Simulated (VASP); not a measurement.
Input of a VASP 6.6.1 run:

The input INCAR:

```
ALGO     = Normal         # electronic algorithm
EDIFF    = 1E-6           # SCF threshold, eV
ENCUT    = 520            # plane-wave cutoff, eV
GGA      = PE             # functional
ISIF     = 2              # what is computed and relaxed
ISMEAR   = 0              # smearing method
LASPH    = T              # aspherical terms in the spheres
LCHARG   = F              # write CHGCAR
LREAL    = F              # projectors in reciprocal space
LWAVE    = F              # write WAVECAR
NBANDS   = 30             # bands
NELM     = 60             # most SCF steps
PREC     = Accurate       # precision mode
SIGMA    = 0.1            # smearing width, eV
```

The input KPOINTS:

```
k-points
0
Gamma
  6 6 6
```

File POSCAR:

```
Ga2O3
1.0
   -2.1686587673      2.1686587673      3.5163889359
    2.1686587673     -2.1686587673      3.5163889359
    2.1686587673      2.1686587673     -3.5163889359
Ga O
2 3
Direct
    0.9765958268      0.4765958268      0.5000000000
    0.4765958268      0.9765958268      0.5000000000
    0.4765763095      0.4765763095      0.0000000000
    0.2265910135      0.7265910135      0.5000000000
    0.7265910135      0.2265910135      0.5000000000
```

Potentials or basis: VASP PAW PBE potentials, release 64 (Ga_d, O).

The run is started by

```sh
$ cat potpaw_PBE.64/Ga_d/POTCAR potpaw_PBE.64/O/POTCAR > POTCAR
$ mpirun -np 1 vasp_std > vasp.out
```

Q: What does it give for the pressure?

A: 0.1 GPa.

Q: Estimate the band gap on the k mesh.

A: Zero (bands 22 and 23 overlap by 0.63 eV).
